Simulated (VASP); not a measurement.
# BP (F-43m) in VASP: notebook, part 2 of 3

VASP 6.6.1. The steps go on from the part before.

## Step 3: Single point, PBEsol

This run uses another cell than the first one, of 11.54 Å³/atom, 0.989 times its volume.

INCAR

```
SYSTEM = BP
ALGO     = Normal         ! electronic algorithm
EDIFF    = 1E-7           ! SCF threshold, eV
ENCUT    = 520            ! plane-wave cutoff, eV
GGA      = PS             ! functional
ISIF     = 2              ! what is computed and relaxed
ISMEAR   = -1             ! smearing method
LASPH    = .TRUE.         ! aspherical terms in the spheres
LCHARG   = .FALSE.        ! write CHGCAR
LREAL    = .FALSE.        ! projectors in reciprocal space
LWAVE    = .FALSE.        ! write WAVECAR
NBANDS   = 11             ! bands
NELM     = 80             ! most SCF steps
PREC     = Accurate       ! precision mode
SIGMA    = 0.02           ! smearing width, eV
```

KPOINTS

```
k-points
0
G
  8 8 8
  0 0 0
```

POSCAR

```
BP
1.0
    0.0000000000      2.2601000790      2.2601000790
    2.2601000790      0.0000000000      2.2601000790
    2.2601000790      2.2601000790      0.0000000000
B P
1 1
Direct
    0.0000000000      0.0000000000      0.0000000000
    0.2500000000      0.2500000000      0.2500000000
```

Potentials or basis: VASP PAW PBE potentials, release 64 (B, P).

The run is started by

```
> cat potpaw_PBE.64/B/POTCAR potpaw_PBE.64/P/POTCAR > POTCAR
> mpirun -np 1 vasp_std > vasp.out
```

It took 2.6 s on 1 thread of Intel Xeon 6975P-C, shared host; peak memory 0.14 GiB.

Results (log left out):

```
Free energy            : -13.6716 eV
Pressure               : 0.1 GPa
Band gap on the k mesh : 1.15 eV, indirect (least direct gap 3.37 eV)
```

Levels at points of the mesh, in eV from the valence-band top:
```
           k point  band 1  band 2  band 3  band 4  band 5  band 6  band 7  band 8
(0.00, 0.00, 0.00)  -15.60    0.00    0.00    0.00    3.37    3.37    3.37    7.52
(0.50, 0.00, 0.00)  -12.21   -9.18   -1.78   -1.78    3.80    4.66    4.66    9.97
(0.50, 0.50, 0.00)  -10.67   -8.66   -4.19   -4.19    1.20    1.51   12.21   12.21
```

Caveat: the PAW data sets were made with another functional, which shifts forces and pressure a little. A k mesh can miss the band edges.

## Step 4: Single point, LDA

This run uses another cell than the first one, of 11.32 Å³/atom, 0.970 times its volume.

INCAR

```
SYSTEM = BP
ALGO     = Normal         ! electronic algorithm
EDIFF    = 1E-7           ! SCF threshold, eV
ENCUT    = 520            ! plane-wave cutoff, eV
GGA      = CA             ! functional
ISIF     = 2              ! what is computed and relaxed
ISMEAR   = -1             ! smearing method
LASPH    = .True.         ! aspherical terms in the spheres
LCHARG   = .False.        ! write CHGCAR
LREAL    = .False.        ! projectors in reciprocal space
LWAVE    = .False.        ! write WAVECAR
NBANDS   = 11             ! bands
NELM     = 100            ! most SCF steps
PREC     = Accurate       ! precision mode
SIGMA    = 0.02           ! smearing width, eV
```

KPOINTS

```
k-points
0
Gamma
  8 8 8
  0 0 0
```

POSCAR

```
BP
1.0
    0.0000000000      2.2454953425      2.2454953425
    2.2454953425      0.0000000000      2.2454953425
    2.2454953425      2.2454953425      0.0000000000
B P
1 1
Direct
    0.0000000000      0.0000000000      0.0000000000
    0.2500000000      0.2500000000      0.2500000000
```

Potentials or basis: VASP PAW LDA potentials, release 64 (B, P).

The run is started by

```
> cat potpaw_LDA.64/B/POTCAR potpaw_LDA.64/P/POTCAR > POTCAR
> mpirun -np 1 vasp_std > vasp.out
```

OUTCAR:

```text
SYSTEM = BP
   EDIFF = 1E-7
   ENCUT = 520
   GGA = CA
   ISIF = 2
   ISMEAR = -1
   LASPH = .True.
   LREAL = .False.
   NELM = 100
   PREC = Accurate

 ion  position               nearest neighbor table
   1  0.000  0.000  0.000-   2 1.94   2 1.94   2 1.94   2 1.94
   2  0.250  0.250  0.250-   1 1.94   1 1.94   1 1.94   1 1.94

  LATTYP: Found a face centered cubic cell.
 ALAT       =     4.4909906850

  Lattice vectors:

 A1 = (   0.0000000000,   2.2454953425,   2.2454953425)
 A2 = (   2.2454953425,   0.0000000000,   2.2454953425)
 A3 = (   2.2454953425,   2.2454953425,   0.0000000000)

Analysis of symmetry for initial positions (statically):
=====================================================================
 Subroutine PRICEL returns:
 Original cell was already a primitive cell.

 Routine SETGRP: Setting up the symmetry group for a
 face centered cubic supercell.

 Subroutine GETGRP returns: Found 24 space group operations
 (whereof 24 operations were pure point group operations)
 out of a pool of 48 trial point group operations.

The static configuration has the point symmetry T_d .

Analysis of symmetry for dynamics (positions and initial velocities):
=====================================================================
 Subroutine PRICEL returns:
 Original cell was already a primitive cell.

 Routine SETGRP: Setting up the symmetry group for a
 face centered cubic supercell.

 Subroutine GETGRP returns: Found 24 space group operations
 (whereof 24 operations were pure point group operations)
 out of a pool of 48 trial point group operations.

The dynamic configuration has the point symmetry T_d .

 Subroutine INISYM returns: Found 24 space group operations
 (whereof 24 operations are pure point group operations),
 and found     1 'primitive' translations

----------------------------------------------------------------------------------------

                                     Primitive cell

  volume of cell :      22.6447

  direct lattice vectors                    reciprocal lattice vectors
     0.000000000  2.245495342  2.245495342    -0.222668019  0.222668019  0.222668019
     2.245495342  0.000000000  2.245495342     0.222668019 -0.222668019  0.222668019
     2.245495342  2.245495342  0.000000000     0.222668019  0.222668019 -0.222668019

  length of vectors
     3.175609968  3.175609968  3.175609968     0.385672322  0.385672322  0.385672322

  position of ions in fractional coordinates (direct lattice)
     0.000000000  0.000000000  0.000000000
     0.250000000  0.250000000  0.250000000

  ion indices of the primitive-cell ions
   primitive index   ion index
                 1           1
                 2           2

----------------------------------------------------------------------------------------

 KPOINTS: k-points

Automatic generation of k-mesh.
 Grid dimensions read from file:
 generate k-points for:    8    8    8

 Generating k-lattice:

  Cartesian coordinates                     Fractional coordinates (reciprocal lattice)
    -0.027833502  0.027833502  0.027833502     0.125000000  0.000000000  0.000000000
     0.027833502 -0.027833502  0.027833502     0.000000000  0.125000000  0.000000000
     0.027833502  0.027833502 -0.027833502     0.000000000  0.000000000  0.125000000

  Length of vectors
     0.048209040  0.048209040  0.048209040

  Shift w.r.t. Gamma in fractional coordinates (k-lattice)
     0.000000000  0.000000000  0.000000000

 Subroutine IBZKPT returns following result:
 ===========================================

 Found     29 irreducible k-points:

 Following reciprocal coordinates:
            Coordinates               Weight
  0.000000  0.000000  0.000000      1.000000
  0.125000  0.000000  0.000000      8.000000
  0.250000  0.000000  0.000000      8.000000
  0.375000  0.000000  0.000000      8.000000
  0.500000  0.000000  0.000000      4.000000
  0.125000  0.125000  0.000000      6.000000
[... 16 lines left out ...]
  0.500000  0.250000  0.125000     48.000000
 -0.375000  0.250000  0.125000     24.000000
 [... further k-points ...]
   k-points           NKPTS =     29   k-points in BZ     NKDIM =     29   number of bands    NBANDS=     11
   number of dos      NEDOS =    301   number of ions     NIONS =      2
   total plane-waves  NPLWV =  13824
   dimension x,y,z NGX =    24 NGY =   24 NGZ =   24
   dimension x,y,z NGXF=    48 NGYF=   48 NGZF=   48
   ions per type =               1   1
   NGX,Y,Z   is equivalent  to a cutoff of  12.56, 12.56, 12.56 a.u.
   NGXF,Y,Z  is equivalent  to a cutoff of  25.13, 25.13, 25.13 a.u.
 SYSTEM =  BP
   PREC   = accura    normal or accurate (medium, high low for compatibility)
   ISTART =      0    job   : 0-new  1-cont  2-samecut
   ICHARG =      2    charge: 1-file 2-atom 10-const
   ISPIN  =      1    spin polarized calculation?
   LNONCOLLINEAR =      F non collinear calculations
   LSORBIT =      F    spin-orbit coupling
   LASPH  =      T    aspherical Exc in radial PAW
   ENCUT  =  520.0 eV  38.22 Ry    6.18 a.u.   5.90  5.90  5.90*2*pi/ulx,y,z
   NELM   =    100;   NELMIN=  2; NELMDL= -5     # of ELM steps
   EDIFF  = 0.1E-06   stopping-criterion for ELM
   LREAL  =      F    real-space projection
   EDIFFG = 0.1E-05   stopping-criterion for IOM
   NSW    =      0    number of steps for IOM
   IBRION =     -1    ionic relax: 0-MD 1-quasi-New 2-CG
   NFREE  =      0    steps in history (QN), initial steepest desc. (CG)
   ISIF   =      2    stress and relaxation
   ISYM   =      2    0-nonsym 1-usesym 2-fastsym
   POTIM  = 0.5000    time-step for ionic-motion
   TEBEG  =    0.0;   TEEND  =   0.0 temperature during run
   PSTRESS=    0.0 pullay stress
   NELECT =       8.0000    total number of electrons
   NUPDOWN=      -1.0000    fix difference up-down
   EMIN   =  10.00;   EMAX   =-10.00  energy-range for DOS
   EFERMI =   0.00;   METHOD = LEGACY
   ISMEAR =    -1;   SIGMA  =   0.02  broadening in eV -4-tet -1-fermi 0-gaus
   EFERMI_NEDOS =   21; number of points for ismear=-14 and -15
   IALGO  =     38    algorithm
   IMIX   =      4    mixing-type and parameters
     AMIX     =   0.40;   BMIX     =  1.00
     AMIX_MAG =   1.60;   BMIX_MAG =  1.00
  volume/ion in A,a.u.               =      11.32        76.41
  Fermi-wavevector in a.u.,A,eV,Ry     =   1.157309  2.186997 18.223156  1.339364
  Thomas-Fermi vector in A             =   2.293922
   LORBIT       =      0    0 simple, 1 ext, 2 COOP (PROOUT), +10 PAW based schemes
   GGA     = CA    functional components
   LHFCALC =     F    Hartree Fock is set to
   AEXX    =    0.0000 exact exchange contribution
   IVDW    =     0    specifies the selected vdW correction
   LEPSILON=     F    determine dielectric tensor
   LRPA    =     F    only Hartree local field effects (RPA)
 non-spin polarized calculation
  energy-cutoff  :      520.00
  volume of cell :       22.64
 maximum number of plane-waves:       620
   NGX = 11   NGY = 11   NGZ = 11

 number of electron       8.0000001 magnetization

 Free energy of the ion-electron system (eV)
  ---------------------------------------------------
  ext. energy  EPLUGINS =         0.00000000
  ---------------------------------------------------
  free energy    TOTEN  =       -14.39741611 eV

  energy without entropy =      -14.39741611  energy(sigma->0) =      -14.39741611

 E-fermi :   8.2784     XC(G=0): -11.2171

 val. band max:        7.7834608818   @ k =   0.0000   0.0000   0.0000
 cond. band min:       8.9682181246   @ k =   0.3750   0.3750   0.0000
 fundamental gap:      1.1847572428
 Fermi energy:         8.2783573726

 k-point     1 :       0.0000    0.0000    0.0000
  band No.  band energies     occupation
      1      -7.8849      2.00000
      2       7.7835      2.00000
      3       7.7835      2.00000
      4       7.7835      2.00000
      5      11.2116      0.00000
      6      11.2116      0.00000
      7      11.2116      0.00000
      8      15.6330      0.00000
      9      19.2621      0.00000
     10      20.0570      0.00000
     11      20.0570      0.00000
[... 309 lines left out ...]
 k-point    24 :      -0.3750    0.2500    0.1250
  band No.  band energies     occupation
      1      -3.7597      2.00000
      2      -0.8217      2.00000
      3       3.1841      2.00000
      4       4.5773      2.00000
      5      11.9041      0.00000
      6      13.0672      0.00000
      7      16.2419      0.00000
      8      17.6627      0.00000
      9      18.2921      0.00000
     10      22.3385      0.00000
     11      24.7062      0.00000

 [... further k-points ...]
[... 5 lines left out ...]
  --------------------------------------------------------------------------------------
  -------------------------------------------------------------------------------------
  Total       -0.0223358     -0.0223358     -0.0223358      0.0000000      0.0000000      0.0000000
  in kB       -1.5803239     -1.5803239     -1.5803239      0.0000000      0.0000000      0.0000000
  external PRESSURE =      -1.5803239 kB  Pullay stress =       0.0000000 kB

 VOLUME and BASIS-vectors are now :
 -----------------------------------------------------------------------------
  energy-cutoff  :      520.00
  volume of cell :       22.64
      direct lattice vectors                 reciprocal lattice vectors
     0.000000000  2.245495342  2.245495342    -0.222668019  0.222668019  0.222668019
     2.245495342  0.000000000  2.245495342     0.222668019 -0.222668019  0.222668019
     2.245495342  2.245495342  0.000000000     0.222668019  0.222668019 -0.222668019

 POSITION                                       TOTAL-FORCE (eV/Angst)
 -----------------------------------------------------------------------------------
      0.00000      0.00000      0.00000         0.000000      0.000000     -0.000000
      1.12275      1.12275      1.12275        -0.000000     -0.000000      0.000000
 -----------------------------------------------------------------------------------
    total drift:                                0.000000      0.000000      0.000000

  FREE ENERGIE OF THE ION-ELECTRON SYSTEM (eV)
  ---------------------------------------------------
  free  energy   TOTEN  =       -14.3974161094 eV

  energy  without entropy=      -14.3974161094  energy(sigma->0) =      -14.39741611
```

Wall time 2.4 s (1 thread of Intel Xeon 6975P-C, shared host); peak memory 0.12 GiB.

What came out:

```
Free energy            : -14.3974 eV
Pressure               : -0.2 GPa
Band gap on the k mesh : 1.18 eV, indirect (least direct gap 3.43 eV)
```

Levels at points of the mesh, in eV from the valence-band top:
```csv
k point,band 2,band 3,band 4,band 5,band 6,band 7
"(0.00, 0.00, 0.00)",0.00,0.00,0.00,3.43,3.43,3.43
"(0.50, 0.00, 0.00)",-9.23,-1.79,-1.79,3.97,4.70,4.70
"(0.50, 0.50, 0.00)",-8.65,-4.22,-4.22,1.24,1.53,12.29
```

A k mesh can miss the band edges. A hybrid or GW would open this gap; LDA tends to underestimate it.

(Continued in part 3 of 3.)
